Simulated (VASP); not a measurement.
Here is a VASP 6.6.1 calculation.

File INCAR:

```
PREC = Accurate
ENCUT = 520
EDIFF = 1E-7
ISMEAR = 0
SIGMA = 0.1
LREAL = F
LASPH = T
NELM = 80
ALGO = Normal
ISIF = 2
LWAVE = F
LCHARG = T
GGA = PE
LELF = T
LVHAR = T
NBANDS = 41
```

File KPOINTS:

```
Automatic mesh
0
Gamma
  6 6 8
```

Contents of POSCAR:

```
In4TeS
1.0
    5.0010015559     -5.8906308040      0.0000000000
    5.0010015559      5.8906308040      0.0000000000
    0.0000000000      0.0000000000      4.2366958246
In Te S
4 1 1
Direct
    0.8278542923      0.1721457077      0.5000000000
    0.2817123213      0.2817123213      0.0000000000
    0.7182876787      0.7182876787      0.0000000000
    0.1721457077      0.8278542923      0.5000000000
    0.5000000000      0.5000000000      0.5000000000
    0.0000000000      0.0000000000      0.0000000000
```

Potentials or basis: VASP PAW PBE potentials, release 64 (In_d, Te, S).

Command:

```console
$ cat potpaw_PBE.64/In_d/POTCAR potpaw_PBE.64/Te/POTCAR potpaw_PBE.64/S/POTCAR > POTCAR
$ mpirun -np 1 vasp_std > vasp.out
```

(1) Predict the pressure.

(2) What does it give for the band gap on the k mesh?

## Answers

(1) 0.0 GPa.

(2) zero (bands 32 and 33 overlap by 1.04 eV).

Caveat: spin-orbit coupling is left out, which moves the levels of the heavy elements.
